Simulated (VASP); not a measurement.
# AlP (F-43m) in VASP: notebook

AlP is run at these levels: PBE; tasks: single point.

Program: VASP 6.6.1. These are calculated values, not measurements. Logs are shortened: lines on timing, memory, paths and dates and some standing lists are left out, and cuts for length are marked.

### 1 The cell of the first run

It takes space group F-43m (No. 216, cubic). Conventional cell: a = 5.507 Å, b = 5.507 Å, c = 5.507 Å, α = 90.00°, β = 90.00°, γ = 90.00°. Within 3.2 Å of Al (site symmetry -43m) lie 4 P at 2.38 Å. Within 3.2 Å of P (site symmetry -43m) lie 4 Al at 2.38 Å.

### 2 Single point, PBE

INCAR reads:

```
SYSTEM = AlP
PREC = Accurate
ENCUT = 500
EDIFF = 1E-6
ISMEAR = 0
SIGMA = 0.1
LREAL = .False.
LASPH = .True.
NELM = 120
ALGO = Normal
ISIF = 2
LWAVE = .False.
LCHARG = .True.
GGA = PE
LELF = .True.
LVHAR = .True.
NBANDS = 16
GGA_COMPAT = .False.
```

KPOINTS reads:

```
Automatic mesh
0
Gamma
  6 4 6
  0 0 0
```

POSCAR reads:

```
AlP
1.0
    3.8942773809      0.0000000000      0.0000000000
    0.0000000000      5.5073398878      0.0000000000
    0.0000000000      0.0000000000      3.8942773809
Al P
2 2
Direct
    0.0000000000      0.0000000000      0.0000000000
    0.5000000000      0.5000000000      0.5000000000
    0.0000000000      0.2500000000      0.5000000000
    0.5000000000      0.7500000000      0.0000000000
```

Potentials or basis: VASP PAW PBE potentials, release 64 (Al, P).

Command:

```console
$ cat potpaw_PBE.64/Al/POTCAR potpaw_PBE.64/P/POTCAR > POTCAR
$ mpirun -np 1 vasp_std > vasp.out
```

OUTCAR:

```text
SYSTEM = AlP
   PREC = Accurate
   ENCUT = 500
   EDIFF = 1E-6
   ISMEAR = 0
   LREAL = .False.
   LASPH = .True.
   NELM = 120
   ISIF = 2
   GGA = PE

 ion  position               nearest neighbor table
   1  0.000  0.000  0.000-   3 2.38   4 2.38   3 2.38   4 2.38
   2  0.500  0.500  0.500-   3 2.38   4 2.38   4 2.38   3 2.38
   3  0.000  0.250  0.500-   1 2.38   2 2.38   1 2.38   2 2.38
   4  0.500  0.750  0.000-   1 2.38   2 2.38   2 2.38   1 2.38

  LATTYP: Found a simple tetragonal cell.
 ALAT       =     3.8942773809
 C/A-ratio  =     1.4142135624

  Lattice vectors:

 A1 = (  -3.8942773809,   0.0000000000,   0.0000000000)
 A2 = (   0.0000000000,   0.0000000000,   3.8942773809)
 A3 = (   0.0000000000,   5.5073398878,   0.0000000000)

Analysis of symmetry for initial positions (statically):
=====================================================================
 Subroutine PRICEL returns following result:

  LATTYP: Found a face centered cubic cell.
 ALAT       =     5.5073398878

  Lattice vectors:

 A1 = (  -1.9471386904,   2.7536699439,   1.9471386904)
 A2 = (   0.0000000000,   0.0000000000,   3.8942773809)
 A3 = (   1.9471386905,   2.7536699439,   1.9471386905)

   2 primitive cells build up your supercell.

 Routine SETGRP: Setting up the symmetry group for a
 simple tetragonal supercell.

 Subroutine GETGRP returns: Found  8 space group operations
 (whereof  8 operations were pure point group operations)
 out of a pool of 16 trial point group operations.

The static configuration has the point symmetry D_2d.

Analysis of symmetry for dynamics (positions and initial velocities):
=====================================================================
 Subroutine PRICEL returns following result:

  LATTYP: Found a face centered cubic cell.
 ALAT       =     5.5073398878

  Lattice vectors:

 A1 = (  -1.9471386904,   2.7536699439,   1.9471386904)
 A2 = (   0.0000000000,   0.0000000000,   3.8942773809)
 A3 = (   1.9471386905,   2.7536699439,   1.9471386905)

   2 primitive cells build up your supercell.

 Routine SETGRP: Setting up the symmetry group for a
 simple tetragonal supercell.

 Subroutine GETGRP returns: Found  8 space group operations
 (whereof  8 operations were pure point group operations)
 out of a pool of 16 trial point group operations.

The dynamic configuration has the point symmetry D_2d.

 Subroutine INISYM returns: Found  8 space group operations
 (whereof  8 operations are pure point group operations),
 and found     2 'primitive' translations

----------------------------------------------------------------------------------------

                                     Primitive cell

  volume of cell :      41.7605

  direct lattice vectors                    reciprocal lattice vectors
    -1.947138690  2.753669944  1.947138690    -0.256787050  0.181575864  0.000000000
     0.000000000  0.000000000  3.894277381     0.000000000 -0.181575864  0.256787050
     1.947138690  2.753669944  1.947138690     0.256787050  0.181575864 -0.000000000

  length of vectors
     3.894277381  3.894277381  3.894277381     0.314498622  0.314498622  0.314498622

  position of ions in fractional coordinates (direct lattice)
     0.000000000  0.000000000  0.000000000
     0.250000000  0.250000000  0.250000000

  ion indices of the primitive-cell ions
   primitive index   ion index
                 1           1
                 2           3

----------------------------------------------------------------------------------------

 KPOINTS: Automatic mesh

Automatic generation of k-mesh.
 Grid dimensions read from file:
 generate k-points for:    6    4    6

 Generating k-lattice:

  Cartesian coordinates                     Fractional coordinates (reciprocal lattice)
     0.042797842  0.000000000  0.000000000     0.166666667  0.000000000  0.000000000
     0.000000000  0.045393966  0.000000000     0.000000000  0.250000000  0.000000000
     0.000000000  0.000000000  0.042797842     0.000000000  0.000000000  0.166666667

  Length of vectors
     0.042797842  0.045393966  0.042797842

  Shift w.r.t. Gamma in fractional coordinates (k-lattice)
     0.000000000  0.000000000  0.000000000

 Subroutine IBZKPT returns following result:
 ===========================================

 Found     30 irreducible k-points:

 Following reciprocal coordinates:
            Coordinates               Weight
  0.000000  0.000000  0.000000      1.000000
  0.166667  0.000000  0.000000      4.000000
  0.333333  0.000000  0.000000      4.000000
  0.500000  0.000000  0.000000      2.000000
  0.000000  0.250000  0.000000      2.000000
  0.166667  0.250000  0.000000      8.000000
[... 16 lines left out ...]
  0.500000  0.000000  0.333333      4.000000
  0.333333  0.250000  0.333333      8.000000
 [... further k-points ...]
   k-points           NKPTS =     30   k-points in BZ     NKDIM =     30   number of bands    NBANDS=     16
   number of dos      NEDOS =    301   number of ions     NIONS =      4
   total plane-waves  NPLWV =  31360
   dimension x,y,z NGX =    28 NGY =   40 NGZ =   28
   dimension x,y,z NGXF=    56 NGYF=   80 NGZF=   56
   ions per type =               2   2
   NGX,Y,Z   is equivalent  to a cutoff of  11.95, 12.07, 11.95 a.u.
   NGXF,Y,Z  is equivalent  to a cutoff of  23.91, 24.15, 23.91 a.u.
 SYSTEM =  AlP
   PREC   = accura    normal or accurate (medium, high low for compatibility)
   ISTART =      0    job   : 0-new  1-cont  2-samecut
   ICHARG =      2    charge: 1-file 2-atom 10-const
   ISPIN  =      1    spin polarized calculation?
   LNONCOLLINEAR =      F non collinear calculations
   LSORBIT =      F    spin-orbit coupling
   LASPH  =      T    aspherical Exc in radial PAW
   ENCUT  =  500.0 eV  36.75 Ry    6.06 a.u.   7.10 10.04  7.10*2*pi/ulx,y,z
   NELM   =    120;   NELMIN=  2; NELMDL= -5     # of ELM steps
   EDIFF  = 0.1E-05   stopping-criterion for ELM
   LREAL  =      F    real-space projection
[... 7 lines left out ...]
   TEBEG  =    0.0;   TEEND  =   0.0 temperature during run
   PSTRESS=    0.0 pullay stress
   NELECT =      16.0000    total number of electrons
   NUPDOWN=      -1.0000    fix difference up-down
   EMIN   =  10.00;   EMAX   =-10.00  energy-range for DOS
   EFERMI =   0.00;   METHOD = LEGACY
   ISMEAR =     0;   SIGMA  =   0.10  broadening in eV -4-tet -1-fermi 0-gaus
   EFERMI_NEDOS =   21; number of points for ismear=-14 and -15
   IALGO  =     38    algorithm
   IMIX   =      4    mixing-type and parameters
     AMIX     =   0.40;   BMIX     =  1.00
     AMIX_MAG =   1.60;   BMIX_MAG =  1.00
  volume/ion in A,a.u.               =      20.88       140.91
  Fermi-wavevector in a.u.,A,eV,Ry     =   0.943734  1.783399 12.117810  0.890634
  Thomas-Fermi vector in A             =   2.071470
   LORBIT       =      0    0 simple, 1 ext, 2 COOP (PROOUT), +10 PAW based schemes
   GGA     = PE    functional components
   LHFCALC =     F    Hartree Fock is set to
   AEXX    =    0.0000 exact exchange contribution
   IVDW    =     0    specifies the selected vdW correction
   LEPSILON=     F    determine dielectric tensor
   LRPA    =     F    only Hartree local field effects (RPA)
 non-spin polarized calculation
 Gauss-broadening in eV      SIGMA  =   0.10
  energy-cutoff  :      500.00
  volume of cell :       83.52
 maximum number of plane-waves:      2148
   NGX = 15   NGY = 21   NGZ = 15

 number of electron      16.0000005 magnetization

 Free energy of the ion-electron system (eV)
  ---------------------------------------------------
  ext. energy  EPLUGINS =         0.00000000
  ---------------------------------------------------
  free energy    TOTEN  =       -20.74970537 eV

  energy without entropy =      -20.74970537  energy(sigma->0) =      -20.74970537

 E-fermi :   4.8258     XC(G=0):  -9.1080

 val. band max:        4.3472308101   @ k =   0.0000   0.0000   0.0000
 cond. band min:       5.9760932120   @ k =   0.0000   0.0000   0.0000
 fundamental gap:      1.6288624019
 Fermi energy:         4.8258413936

 k-point     1 :       0.0000    0.0000    0.0000
  band No.  band energies     occupation
      1      -7.0117      2.00000
      2      -4.7585      2.00000
      3      -0.8745      2.00000
      4       2.2973      2.00000
      5       2.2973      2.00000
      6       4.3470      2.00000
[... 8 lines left out ...]
     15      13.1515      0.00000
     16      13.1515      0.00000

 k-point     2 :       0.1667    0.0000    0.0000
  band No.  band energies     occupation
      1      -6.8137      2.00000
      2      -4.7513      2.00000
      3      -0.7346      2.00000
      4       1.4650      2.00000
      5       2.4616      2.00000
      6       3.0922      2.00000
[... 8 lines left out ...]
     15      12.2616      0.00000
     16      12.9583      0.00000

 k-point     3 :       0.3333    0.0000    0.0000
  band No.  band energies     occupation
      1      -6.2592      2.00000
      2      -4.9177      2.00000
      3      -0.4773      2.00000
      4       0.9244      2.00000
      5       1.3328      2.00000
      6       2.7682      2.00000
[... 8 lines left out ...]
     15      11.5545      0.00000
     16      11.8444      0.00000

 k-point     4 :       0.5000    0.0000    0.0000
  band No.  band energies     occupation
      1      -5.5074      2.00000
      2      -5.5074      2.00000
      3       0.0654      2.00000
      4       0.0654      2.00000
      5       1.5968      2.00000
      6       1.5968      2.00000
[... 8 lines left out ...]
     15      10.8153      0.00000
     16      10.8153      0.00000
[... 324 lines left out ...]
 k-point    22 :       0.3333    0.0000    0.3333
  band No.  band energies     occupation
      1      -5.5778      2.00000
      2      -4.7246      2.00000
      3      -0.6211      2.00000
      4       0.3721      2.00000
      5       1.5236      2.00000
      6       1.7602      2.00000
[... 8 lines left out ...]
     15      12.6781      0.00000
     16      12.6783      0.00000

 k-point    23 :       0.5000    0.0000    0.3333
  band No.  band energies     occupation
      1      -4.9884      2.00000
      2      -4.9884      2.00000
      3      -0.4862      2.00000
      4      -0.4862      2.00000
      5       2.0958      2.00000
      6       2.0958      2.00000
[... 8 lines left out ...]
     15      14.1058      0.00000
     16      14.1058      0.00000

 k-point    24 :       0.3333    0.2500    0.3333
  band No.  band energies     occupation
      1      -5.4471      2.00000
      2      -4.8344      2.00000
      3      -0.5366      2.00000
      4       0.1302      2.00000
      5       0.9413      2.00000
      6       2.0624      2.00000
[... 8 lines left out ...]
     15      12.4153      0.00000
     16      12.5612      0.00000

 [... further k-points ...]

------------------------ aborting loop because EDIFF is reached ----------------------------------------

  FORCE on cell =-STRESS in cart. coord.  units (eV):
  Direction    XX          YY          ZZ          XY          YZ          ZX
  --------------------------------------------------------------------------------------
  -------------------------------------------------------------------------------------
  Total       -0.0205274     -0.0684331     -0.0205274      0.0000000     -0.0000000      0.0000000
  in kB       -0.3937760     -1.3127478     -0.3937760      0.0000000     -0.0000000      0.0000000
  external PRESSURE =      -0.7000999 kB  Pullay stress =       0.0000000 kB

 VOLUME and BASIS-vectors are now :
 -----------------------------------------------------------------------------
  energy-cutoff  :      500.00
  volume of cell :       83.52
      direct lattice vectors                 reciprocal lattice vectors
     3.894277381  0.000000000  0.000000000     0.256787050  0.000000000  0.000000000
     0.000000000  5.507339888  0.000000000     0.000000000  0.181575864  0.000000000
     0.000000000  0.000000000  3.894277381     0.000000000  0.000000000  0.256787050

 POSITION                                       TOTAL-FORCE (eV/Angst)
 -----------------------------------------------------------------------------------
      0.00000      0.00000      0.00000        -0.000000      0.000000      0.000000
      1.94714      2.75367      1.94714        -0.000000      0.000000      0.000000
      0.00000      1.37683      1.94714         0.000000     -0.000000     -0.000000
      1.94714      4.13050      0.00000        -0.000000     -0.000000      0.000000
 -----------------------------------------------------------------------------------
    total drift:                               -0.000000     -0.000000     -0.000000

  FREE ENERGIE OF THE ION-ELECTRON SYSTEM (eV)
  ---------------------------------------------------
  free  energy   TOTEN  =       -20.7497053694 eV

  energy  without entropy=      -20.7497053694  energy(sigma->0) =      -20.74970537
```

Wall time 12 s (1 thread of Intel Xeon 6975P-C (Granite Rapids), shared host); peak memory 0.18 GiB.

What came out:

```yaml
Free_energy: -20.7497 eV
Pressure: -0.1 GPa
Band_gap_on_the_k_mesh: 1.63 eV
```

A k mesh can miss the band edges.

### 3 Single point, PBE

INCAR reads:

```
ALGO = Normal
EDIFF = 1E-6
ENCUT = 500
GGA = PE
GGA_COMPAT = F
ISIF = 2
ISMEAR = 0
LASPH = T
LCHARG = F
LREAL = F
LWAVE = F
NBANDS = 16
NELM = 120
PREC = Accurate
SIGMA = 0.02
```

KPOINTS reads:

```
k-points
0
Gamma
  8 6 8
```

POSCAR is that of step 2.

Potentials or basis: VASP PAW PBE potentials, release 64 (Al, P).

Command:

```console
$ cat potpaw_PBE.64/Al/POTCAR potpaw_PBE.64/P/POTCAR > POTCAR
$ mpirun -np 1 vasp_std > vasp.out
```

Run time: 21 s. Hardware: 1 thread of Intel Xeon 6975P-C (Granite Rapids), shared host; peak memory 0.21 GiB.

The run converged. Its results:

```yaml
Free_energy: -20.7548 eV
Pressure: -0.1 GPa
Band_gap_on_the_k_mesh: 1.63 eV
```

Levels at points of the mesh, in eV from the valence-band top:
```tsv
k point	band 5	band 6	band 7	band 8	band 9	band 10	band 11	band 12
(0.00, 0.00, 0.00)	-2.05	0.00	0.00	0.00	1.63	2.48	3.09	4.53
(0.50, 0.00, 0.00)	-2.75	-2.75	-0.82	-0.82	3.74	3.74	6.03	6.03
(0.00, 0.50, 0.00)	-1.25	-1.25	-1.25	-1.25	2.86	2.86	4.05	4.05
(0.50, 0.50, 0.00)	-0.75	-0.75	-0.75	-0.75	2.72	2.72	4.81	4.81
(0.50, 0.00, 0.50)	-2.05	-2.05	-2.05	-2.05	1.63	1.63	2.47	2.47
(0.50, 0.50, 0.50)	-3.07	-3.07	-2.73	-2.73	4.32	4.32	5.81	5.81
```

### 4 Single point, PBE

INCAR reads:

```
SYSTEM = AlP
PREC     = Accurate       ! precision mode
ENCUT    = 500            ! plane-wave cutoff, eV
EDIFF    = 1E-6           ! SCF threshold, eV
ISMEAR   = 0              ! smearing method
SIGMA    = 0.02           ! smearing width, eV
LREAL    = .False.        ! projectors in reciprocal space
LASPH    = .True.         ! aspherical terms in the spheres
NELM     = 120            ! most SCF steps
ALGO     = Normal         ! electronic algorithm
ISIF     = 2              ! what is computed and relaxed
LWAVE    = .False.        ! write WAVECAR
LCHARG   = .True.         ! write CHGCAR
GGA      = PE             ! functional
LELF     = .True.         ! ELF
LVHAR    = .True.       
NBANDS   = 16             ! bands
GGA_COMPAT= .False.
```

KPOINTS reads:

```
regular mesh
0
Gamma
  8 6 8
  0 0 0
```

POSCAR is that of step 3.

Command:

```console
$ cat potpaw_PBE.64/Al/POTCAR potpaw_PBE.64/P/POTCAR > POTCAR
$ mpirun -np 1 vasp_std > vasp.out
```

Wall time 21 s (1 thread of Intel Xeon 6975P-C (Granite Rapids), shared host); peak memory 0.21 GiB.

The run converged. Its results:

| Quantity | Value |
| --- | --- |
| Free energy | -20.7548 eV |
| Pressure | -0.1 GPa |
| Band gap on the k mesh | 1.63 eV |

Levels at points of the mesh, in eV from the valence-band top:
| k point | band 5 | band 6 | band 7 | band 8 | band 9 | band 10 | band 11 | band 12 |
| --- | --- | --- | --- | --- | --- | --- | --- | --- |
| (0.00, 0.00, 0.00) | -2.05 | 0.00 | 0.00 | 0.00 | 1.63 | 2.48 | 3.09 | 4.53 |
| (0.50, 0.00, 0.00) | -2.75 | -2.75 | -0.82 | -0.82 | 3.74 | 3.74 | 6.03 | 6.03 |
| (0.00, 0.50, 0.00) | -1.25 | -1.25 | -1.25 | -1.25 | 2.86 | 2.86 | 4.05 | 4.05 |
| (0.50, 0.50, 0.00) | -0.75 | -0.75 | -0.75 | -0.75 | 2.72 | 2.72 | 4.81 | 4.81 |
| (0.50, 0.00, 0.50) | -2.05 | -2.05 | -2.05 | -2.05 | 1.63 | 1.63 | 2.47 | 2.47 |
| (0.50, 0.50, 0.50) | -3.07 | -3.07 | -2.73 | -2.73 | 4.32 | 4.32 | 5.81 | 5.81 |
